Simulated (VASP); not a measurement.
# Pb in VASP: further runs

Runs on Pb. Level: PBE. Tasks: electric field gradients.

Program: VASP 6.6.1. These are calculated values, not measurements. Logs are shortened: lines on timing, memory, paths and dates and some standing lists are left out, and cuts for length are marked.

**1. The cell of the first run**

It takes space group I4_1/amd (No. 141, tetragonal). The conventional cell has a = 4.863 Å, b = 4.863 Å, c = 6.740 Å, α = 90.00°, β = 90.00°, γ = 90.00°. Within 3.9 Å of Pb (site symmetry -4m2) lie 4 Pb at 2.96 Å.

**2. Electric field gradients, PBE (zz strain of -2 %)**

INCAR reads:

```
SYSTEM = Pb
PREC = Accurate
ENCUT = 520
EDIFF = 1E-8
ISMEAR = -1
SIGMA = 0.05
LREAL = .False.
LASPH = .True.
NELM = 60
ALGO = Normal
ISIF = 2
LWAVE = .False.
LCHARG = .False.
GGA = PE
LEFG = .True.
NBANDS = 21
```

KPOINTS reads:

```
Automatic mesh
0
Gamma
  8 8 8
  0 0 0
```

POSCAR reads:

```
Pb
1.0
    0.0000000000      3.4390000555      3.3702200544
    3.4390000555      0.0000000000      3.3702200544
    3.4390000555      3.4390000555      0.0000000000
Pb
2
Direct
    0.0000000000      0.0000000000      0.0000000000
    0.2500000000      0.2500000000      0.2500000000
```

Potentials or basis: VASP PAW PBE potentials, release 64 (Pb_d).

Run with:

```console
$ cat potpaw_PBE.64/Pb_d/POTCAR > POTCAR
$ mpirun -np 1 vasp_std > vasp.out
```

OUTCAR:

```text
SYSTEM = Pb
   PREC = Accurate
   ENCUT = 520
   EDIFF = 1E-8
   ISMEAR = -1
   LREAL = .False.
   LASPH = .True.
   NELM = 60
   ISIF = 2
   GGA = PE

 ion  position               nearest neighbor table
   1  0.000  0.000  0.000-   2 2.96   2 2.96   2 2.96   2 2.96
   2  0.250  0.250  0.250-   1 2.96   1 2.96   1 2.96   1 2.96

  LATTYP: Found a body centered tetragonal cell.
 ALAT       =     4.8634805195
 C/A-ratio  =     1.3859292911

  Lattice vectors:

 A1 = (   0.0000000000,  -3.4390000555,  -3.3702200544)
 A2 = (   0.0000000000,   3.4390000555,  -3.3702200544)
 A3 = (   3.4390000555,   0.0000000000,   3.3702200544)

Analysis of symmetry for initial positions (statically):
=====================================================================
 Subroutine PRICEL returns:
 Original cell was already a primitive cell.

 Routine SETGRP: Setting up the symmetry group for a
 body centered tetragonal supercell.

 Subroutine GETGRP returns: Found 16 space group operations
 (whereof  8 operations were pure point group operations)
 out of a pool of 16 trial point group operations.

The static configuration has the point symmetry D_2d.
 The point group associated with its full space group is D_4h.

Analysis of symmetry for dynamics (positions and initial velocities):
=====================================================================
 Subroutine PRICEL returns:
 Original cell was already a primitive cell.

 Routine SETGRP: Setting up the symmetry group for a
 body centered tetragonal supercell.

 Subroutine GETGRP returns: Found 16 space group operations
 (whereof  8 operations were pure point group operations)
 out of a pool of 16 trial point group operations.

The dynamic configuration has the point symmetry D_2d.
 The point group associated with its full space group is D_4h.

 Subroutine INISYM returns: Found 16 space group operations
 (whereof  8 operations are pure point group operations),
 and found     1 'primitive' translations

----------------------------------------------------------------------------------------

                                     Primitive cell

  volume of cell :      79.7173

  direct lattice vectors                    reciprocal lattice vectors
     0.000000000  3.439000056  3.370220054    -0.145391100  0.145391100  0.148358265
     3.439000056  0.000000000  3.370220054     0.145391100 -0.145391100  0.148358265
     3.439000056  3.439000056  0.000000000     0.145391100  0.145391100 -0.148358265

  length of vectors
     4.815091338  4.815091338  4.863480519     0.253549440  0.253549440  0.253549440

  position of ions in fractional coordinates (direct lattice)
     0.000000000  0.000000000  0.000000000
     0.250000000  0.250000000  0.250000000

  ion indices of the primitive-cell ions
   primitive index   ion index
                 1           1
                 2           2

----------------------------------------------------------------------------------------

 KPOINTS: Automatic mesh

Automatic generation of k-mesh.
 Grid dimensions read from file:
 generate k-points for:    8    8    8

 Generating k-lattice:

  Cartesian coordinates                     Fractional coordinates (reciprocal lattice)
    -0.018173887  0.018173887  0.018544783     0.125000000  0.000000000  0.000000000
     0.018173887 -0.018173887  0.018544783     0.000000000  0.125000000  0.000000000
     0.018173887  0.018173887 -0.018544783     0.000000000  0.000000000  0.125000000

  Length of vectors
     0.031693680  0.031693680  0.031693680

  Shift w.r.t. Gamma in fractional coordinates (k-lattice)
     0.000000000  0.000000000  0.000000000

 Subroutine IBZKPT returns following result:
 ===========================================

 Found     59 irreducible k-points:

 Following reciprocal coordinates:
            Coordinates               Weight
  0.000000  0.000000  0.000000      1.000000
  0.125000  0.000000  0.000000      8.000000
  0.250000  0.000000  0.000000      8.000000
  0.375000  0.000000  0.000000      8.000000
  0.500000  0.000000  0.000000      4.000000
  0.125000  0.125000  0.000000      2.000000
[... 16 lines left out ...]
  0.250000  0.000000  0.125000     16.000000
  0.375000  0.000000  0.125000     16.000000
 [... further k-points ...]
   k-points           NKPTS =     59   k-points in BZ     NKDIM =     59   number of bands    NBANDS=     21
   number of dos      NEDOS =    301   number of ions     NIONS =      2
   total plane-waves  NPLWV =  46656
   dimension x,y,z NGX =    36 NGY =   36 NGZ =   36
   dimension x,y,z NGXF=    72 NGYF=   72 NGZF=   72
   ions per type =               2
   NGX,Y,Z   is equivalent  to a cutoff of  12.43, 12.43, 12.31 a.u.
   NGXF,Y,Z  is equivalent  to a cutoff of  24.86, 24.86, 24.61 a.u.
 SYSTEM =  Pb
   PREC   = accura    normal or accurate (medium, high low for compatibility)
   ISTART =      0    job   : 0-new  1-cont  2-samecut
   ICHARG =      2    charge: 1-file 2-atom 10-const
   ISPIN  =      1    spin polarized calculation?
   LNONCOLLINEAR =      F non collinear calculations
   LSORBIT =      F    spin-orbit coupling
   LASPH  =      T    aspherical Exc in radial PAW
   ENCUT  =  520.0 eV  38.22 Ry    6.18 a.u.   8.95  8.95  9.04*2*pi/ulx,y,z
   NELM   =     60;   NELMIN=  2; NELMDL= -5     # of ELM steps
   EDIFF  = 0.1E-07   stopping-criterion for ELM
   LREAL  =      F    real-space projection
   EDIFFG = 0.1E-06   stopping-criterion for IOM
   NSW    =      0    number of steps for IOM
   IBRION =     -1    ionic relax: 0-MD 1-quasi-New 2-CG
   NFREE  =      0    steps in history (QN), initial steepest desc. (CG)
   ISIF   =      2    stress and relaxation
   ISYM   =      2    0-nonsym 1-usesym 2-fastsym
   POTIM  = 0.5000    time-step for ionic-motion
   TEBEG  =    0.0;   TEEND  =   0.0 temperature during run
   PSTRESS=    0.0 pullay stress
   NELECT =      28.0000    total number of electrons
   NUPDOWN=      -1.0000    fix difference up-down
   EMIN   =  10.00;   EMAX   =-10.00  energy-range for DOS
   EFERMI =   0.00;   METHOD = LEGACY
   ISMEAR =    -1;   SIGMA  =   0.05  broadening in eV -4-tet -1-fermi 0-gaus
   EFERMI_NEDOS =   21; number of points for ismear=-14 and -15
   IALGO  =     38    algorithm
   IMIX   =      4    mixing-type and parameters
     AMIX     =   0.40;   BMIX     =  1.00
     AMIX_MAG =   1.60;   BMIX_MAG =  1.00
  volume/ion in A,a.u.               =      39.86       268.98
  Fermi-wavevector in a.u.,A,eV,Ry     =   1.155074  2.182774 18.152851  1.334197
  Thomas-Fermi vector in A             =   2.291706
   LORBIT       =      0    0 simple, 1 ext, 2 COOP (PROOUT), +10 PAW based schemes
   GGA     = PE    functional components
   LHFCALC =     F    Hartree Fock is set to
   AEXX    =    0.0000 exact exchange contribution
   IVDW    =     0    specifies the selected vdW correction
   LEPSILON=     F    determine dielectric tensor
   LRPA    =     F    only Hartree local field effects (RPA)
 non-spin polarized calculation
  energy-cutoff  :      520.00
  volume of cell :       79.72
 maximum number of plane-waves:      2170
   NGX = 17   NGY = 17   NGZ = 19

 number of electron      28.0000006 magnetization

 Free energy of the ion-electron system (eV)
  ---------------------------------------------------
  ext. energy  EPLUGINS =         0.00000000
  ---------------------------------------------------
  free energy    TOTEN  =        -6.53747131 eV

  energy without entropy =       -6.53369288  energy(sigma->0) =       -6.53558209

 E-fermi :   4.5755     XC(G=0):  -8.5132

 val. band max:        4.5394844455   @ k =  -0.1250   0.1250   0.0000
 cond. band min:       4.6191306816   @ k =  -0.1250  -0.0000   0.1250
 fundamental gap:      0.0796462361
 Fermi energy:         4.5754641092

 k-point     1 :       0.0000    0.0000    0.0000
  band No.  band energies     occupation
      1     -12.7214      2.00000
      2     -12.7089      2.00000
      3     -12.7089      2.00000
      4     -12.6365      2.00000
      5     -12.6302      2.00000
      6     -12.1869      2.00000
[... 13 lines left out ...]
     20      12.4407      0.00000
     21      12.4407      0.00000

 k-point     2 :       0.1250    0.0000    0.0000
  band No.  band energies     occupation
      1     -12.7341      2.00000
      2     -12.7253      2.00000
      3     -12.7088      2.00000
      4     -12.6125      2.00000
      5     -12.6076      2.00000
      6     -12.2108      2.00000
[... 13 lines left out ...]
     20      11.7928      0.00000
     21      11.8891      0.00000
[... 487 lines left out ...]
      5     -12.5420      2.00000
      6     -12.3109      2.00000
[... 13 lines left out ...]
     20      11.0721      0.00000
     21      12.5465      0.00000

 k-point    24 :       0.3750    0.0000    0.1250
  band No.  band energies     occupation
      1     -12.7796      2.00000
      2     -12.7597      2.00000
      3     -12.6853      2.00000
      4     -12.5528      2.00000
      5     -12.5156      2.00000
      6     -12.3322      2.00000
[... 13 lines left out ...]
     20      12.0292      0.00000
     21      12.8682      0.00000

 [... further k-points ...]
[... 5 lines left out ...]
  --------------------------------------------------------------------------------------
  -------------------------------------------------------------------------------------
  Total        1.5001357      1.5001357      1.5787133      0.0000000      0.0000000      0.0000000
  in kB       30.1500837     30.1500837     31.7293545      0.0000000      0.0000000      0.0000000
  external PRESSURE =      30.6765073 kB  Pullay stress =       0.0000000 kB

 VOLUME and BASIS-vectors are now :
 -----------------------------------------------------------------------------
  energy-cutoff  :      520.00
  volume of cell :       79.72
      direct lattice vectors                 reciprocal lattice vectors
     0.000000000  3.439000056  3.370220054    -0.145391100  0.145391100  0.148358265
     3.439000056  0.000000000  3.370220054     0.145391100 -0.145391100  0.148358265
     3.439000056  3.439000056  0.000000000     0.145391100  0.145391100 -0.148358265

 POSITION                                       TOTAL-FORCE (eV/Angst)
 -----------------------------------------------------------------------------------
      0.00000      0.00000      0.00000        -0.000000     -0.000000     -0.000000
      1.71950      1.71950      1.68511         0.000000      0.000000      0.000000
 -----------------------------------------------------------------------------------
    total drift:                                0.000000      0.000000      0.000000

  FREE ENERGIE OF THE ION-ELECTRON SYSTEM (eV)
  ---------------------------------------------------
  free  energy   TOTEN  =        -6.5374713093 eV

  energy  without entropy=       -6.5336928785  energy(sigma->0) =       -6.53558209

 Electric field gradients (V/A^2)
---------------------------------------------------------------------
 ion       V_xx      V_yy      V_zz      V_xy      V_xz      V_yz
---------------------------------------------------------------------
   1      -7.513    -7.513    15.026    -0.000    -0.000    -0.000
   2      -7.513    -7.513    15.026    -0.000    -0.000    -0.000
---------------------------------------------------------------------

 Electric field gradients after diagonalization (V/A^2)
 (convention: |V_zz| > |V_xx| > |V_yy|)
----------------------------------------------------------------------
 ion       V_xx      V_yy      V_zz     asymmetry (V_yy - V_xx)/ V_zz
----------------------------------------------------------------------
   1      -7.513    -7.513    15.026       0.000
   2      -7.513    -7.513    15.026       0.000
----------------------------------------------------------------------

           NMR quadrupolar parameters

 Cq : quadrupolar parameter    Cq=e*Q*V_zz/h
 eta: asymmetry parameters     (V_yy - V_xx)/ V_zz
 Q  : nuclear electric quadrupole moment in mb (millibarn)
----------------------------------------------------------------------
 ion       Cq(MHz)       eta       Q (mb)
----------------------------------------------------------------------
   1       0.036       0.000       1.000
   2       0.036       0.000       1.000
----------------------------------------------------------------------
```

Run time: 75 s. Hardware: 1 thread of Intel Xeon Platinum 8259CL at 2.50GHz (Skylake/Cascade Lake), shared host; peak memory 0.24 GiB.

Results:

| Item | Value |
| --- | --- |
| Free energy | -6.5375 eV |
| Pressure | 3.1 GPa |
| Band gap on the k mesh | zero (band 14 reaches 4.89 eV, above the bottom of band 15 at 3.82 eV) |

Electric field gradients, principal values (V/Å²):
```csv
atom,least,middle,greatest (by size)
1 Pb,-7.513,-7.513,15.026
2 Pb,-7.513,-7.513,15.026
```

Caveat: the cell differs from its parent crystal (zz strain of -2 %); without QUAD_EFG the Cq values of the log hold for a quadrupole moment of 1 mb, not for the nuclei; spin-orbit coupling is left out, which moves the levels of the heavy elements.

**3. Electric field gradients, PBE (equal xy, yz and zx shear strains of -2 %)**

INCAR reads:

```
PREC = Accurate
ENCUT = 520
EDIFF = 1E-8
ISMEAR = -1
SIGMA = 0.05
LREAL = False
LASPH = True
NELM = 80
ALGO = Normal
ISIF = 2
LWAVE = False
LCHARG = False
GGA = PE
LEFG = True
NBANDS = 21
```

KPOINTS reads:

```
Automatic mesh
0
Gamma
  8 8 8
```

POSCAR reads:

```
Pb
1.0
   -0.0687800011      3.4046100549      3.4046100549
    3.4046100549     -0.0687800011      3.4046100549
    3.4046100549      3.4046100549     -0.0687800011
Pb
2
Direct
    0.0000000000      0.0000000000      0.0000000000
    0.2500000000      0.2500000000      0.2500000000
```

Potentials or basis: VASP PAW PBE potentials, release 64 (Pb_d).

Run with:

```console
$ cat potpaw_PBE.64/Pb_d/POTCAR > POTCAR
$ mpirun -np 1 vasp_std > vasp.out
```

OUTCAR:

```text
PREC = Accurate
   ENCUT = 520
   EDIFF = 1E-8
   ISMEAR = -1
   LREAL = False
   LASPH = True
   NELM = 80
   ISIF = 2
   GGA = PE

 ion  position               nearest neighbor table
   1  0.000  0.000  0.000-   2 2.92   2 3.00   2 3.00   2 3.00
   2  0.250  0.250  0.250-   1 2.92   1 3.00   1 3.00   1 3.00

  LATTYP: Found a trigonal (rhomboedric) cell.
 ALAT       =     4.8153369498
 COS(alpha) =     0.4797000918

  Lattice vectors:

 A1 = (  -0.0687800011,   3.4046100549,   3.4046100549)
 A2 = (   3.4046100549,  -0.0687800011,   3.4046100549)
 A3 = (   3.4046100549,   3.4046100549,  -0.0687800011)

Analysis of symmetry for initial positions (statically):
=====================================================================
 Subroutine PRICEL returns:
 Original cell was already a primitive cell.

 Routine SETGRP: Setting up the symmetry group for a
 trigonal (rhombohedral) supercell.

[... 765 lines left out ...]
  volume of cell :       81.32
      direct lattice vectors                 reciprocal lattice vectors
    -0.068780001  3.404610055  3.404610055    -0.142482690  0.145420478  0.145420478
     3.404610055 -0.068780001  3.404610055     0.145420478 -0.142482690  0.145420478
     3.404610055  3.404610055 -0.068780001     0.145420478  0.145420478 -0.142482690

 POSITION                                       TOTAL-FORCE (eV/Angst)
 -----------------------------------------------------------------------------------
      0.00000      0.00000      0.00000        -0.165074     -0.165074     -0.165074
      1.68511      1.68511      1.68511         0.165074      0.165074      0.165074
 -----------------------------------------------------------------------------------
    total drift:                                0.000000      0.000000      0.000000

  FREE ENERGIE OF THE ION-ELECTRON SYSTEM (eV)
  ---------------------------------------------------
  free  energy   TOTEN  =        -6.5538397637 eV

  energy  without entropy=       -6.5497022077  energy(sigma->0) =       -6.55177099

 Electric field gradients (V/A^2)
---------------------------------------------------------------------
 ion       V_xx      V_yy      V_zz      V_xy      V_xz      V_yz
---------------------------------------------------------------------
   1      -0.000    -0.000    -0.000   -27.516   -27.516   -27.516
   2      -0.000    -0.000    -0.000   -27.516   -27.516   -27.516
---------------------------------------------------------------------

 Electric field gradients after diagonalization (V/A^2)
 (convention: |V_zz| > |V_xx| > |V_yy|)
----------------------------------------------------------------------
 ion       V_xx      V_yy      V_zz     asymmetry (V_yy - V_xx)/ V_zz
----------------------------------------------------------------------
   1      27.516    27.516   -55.033       0.000
   2      27.516    27.516   -55.033       0.000
----------------------------------------------------------------------

           NMR quadrupolar parameters

 Cq : quadrupolar parameter    Cq=e*Q*V_zz/h
 eta: asymmetry parameters     (V_yy - V_xx)/ V_zz
 Q  : nuclear electric quadrupole moment in mb (millibarn)
----------------------------------------------------------------------
 ion       Cq(MHz)       eta       Q (mb)
----------------------------------------------------------------------
   1      -0.133       0.000       1.000
   2      -0.133       0.000       1.000
----------------------------------------------------------------------
```

stdout:

```text
POSCAR found type information on POSCAR Pb
 POSCAR found :  1 types and       2 ions
 scaLAPACK will be used
 LDA part: xc-table for (Slater+PW92), standard interpolation
 POSCAR, INCAR and KPOINTS ok, starting setup
 FFT: planning ... GRIDC
 FFT: planning ... GRID_SOFT
 FFT: planning ... GRID
 WAVECAR not read
 entering main loop
ion   1

ion   2
```

It took 40 s on 1 thread of Intel Xeon 6975P-C (Granite Rapids), shared host; peak memory 0.25 GiB.

What came out:

| Quantity | Value |
| --- | --- |
| Free energy | -6.5538 eV |
| Pressure | 2.4 GPa |
| Largest force | 0.286 eV/Å |
| Band gap on the k mesh | zero (band 14 reaches 4.74 eV, above the bottom of band 15 at 3.49 eV) |

Forces in eV/Å, atoms in the order of the input:
```
Pb  -0.165 -0.165 -0.165
Pb   0.165  0.165  0.165
```

Stress tensor (GPa, compression positive):
```
2.38 0.77 0.77
0.77 2.38 0.77
0.77 0.77 2.38
```

Levels at points of the mesh, in eV from the Fermi level:
```tsv
k point	band 10	band 11	band 12	band 13	band 14	band 15	band 16	band 17	band 18	band 19
(0.00, 0.00, 0.00)	-16.70	-11.19	-3.97	0.35	0.35	0.36	2.25	2.25	2.60	4.09
(0.50, 0.00, 0.00)	-16.63	-9.90	-7.10	-0.97	-0.77	-0.74	3.39	3.63	5.44	7.12
(0.50, 0.50, 0.00)	-16.61	-8.63	-8.44	-2.09	-1.95	0.75	0.89	7.05	7.13	8.11
(0.50, 0.50, 0.50)	-16.66	-9.69	-7.29	-1.10	-0.90	-0.90	3.42	3.42	5.33	7.44
```

Electric field gradients, principal values (V/Å²):
| atom | least | middle | greatest (by size) |
| --- | --- | --- | --- |
| 1 Pb | 27.516 | 27.516 | -55.033 |
| 2 Pb | 27.516 | 27.516 | -55.033 |

Caveat: the cell differs from its parent crystal (equal xy, yz and zx shear strains of -2 %); without QUAD_EFG the Cq values of the log hold for a quadrupole moment of 1 mb, not for the nuclei; spin-orbit coupling is left out, which moves the levels of the heavy elements.

[end of part 1 of 2]
